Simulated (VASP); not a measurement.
**MoS: single point with PBEsol+U**

MoS:

```xyz
2
Lattice="2.9706 0.0000 0.0000 0.0000 2.9706 0.0000 0.0000 0.0000 2.9706" Properties=species:S:1:pos:R:3 pbc="T T T"
Mo    0.0000    0.0000    0.0000
S     1.4853    1.4853    1.4853
```

```
Program                : VASP 6.6.1
Task                   : single point
Functional             : PBEsol
Potentials or basis    : VASP PAW PBE potentials, release 64 (Mo_sv, S)
Cutoff                 : 520 eV
k mesh                 : 14 × 14 × 14
Occupations            : gaussian, width 0.05 eV
Spin                   : collinear spin
Starting moments       : [3.5, 0.0] μB
Hubbard terms          : Mo d U = 4.0 eV
Dipole correction      : no
Further INCAR settings : ALGO = Normal; EDIFF = 1e-06; NBANDS = 21
```

```json
{
 "Pressure": "5.5 GPa",
 "Net moment": "0.26 μB per cell",
 "Site moments": "Mo +0.25; S -0.03 μB",
 "Valence electrons inside the program's atomic spheres": "Mo 12.46; S 3.65"
}
```

Levels at points of the mesh, in eV from the Fermi level:
Spin up:
```csv
k point,band 8,band 9,band 10,band 11,band 12,band 13
"(0.00, 0.00, 0.00)",-2.58,-2.58,-2.58,0.66,0.66,0.66
"(0.50, 0.00, 0.00)",-4.56,-3.47,1.21,2.04,4.29,4.29
"(0.50, 0.50, 0.00)",-4.03,-1.42,-1.42,-1.27,0.42,2.56
"(0.50, 0.50, 0.50)",-8.79,2.70,2.70,2.96,2.96,2.96
```
Spin down:
| k point | band 7 | band 8 | band 9 | band 10 | band 11 | band 12 | band 13 | band 14 |
| --- | --- | --- | --- | --- | --- | --- | --- | --- |
| (0.00, 0.00, 0.00) | -4.63 | -2.58 | -2.58 | -2.58 | 1.20 | 1.20 | 1.20 | 4.51 |
| (0.50, 0.00, 0.00) | -4.33 | -4.33 | -3.39 | 1.78 | 2.13 | 4.36 | 4.60 | 4.60 |
| (0.50, 0.50, 0.00) | -6.91 | -3.95 | -1.27 | -0.94 | -0.94 | 0.81 | 2.66 | 5.70 |
| (0.50, 0.50, 0.50) | -8.61 | -8.61 | 2.80 | 2.80 | 3.03 | 3.03 | 3.03 | 5.44 |

Eigenvalues of the final occupation matrices:
```
    site  spin  trace               eigenvalues
site 1 d     1   2.16  0.40 0.40 0.40 0.48 0.48
site 1 d     2   1.91  0.32 0.32 0.32 0.48 0.48
```

Run time: 5.4 min on 1 thread of Intel Xeon 8259CL, on a shared host, peak memory 0.23 GiB.

Caveat: the cell stands under pressure; the PAW data sets were made with another functional, which shifts forces and pressure a little.
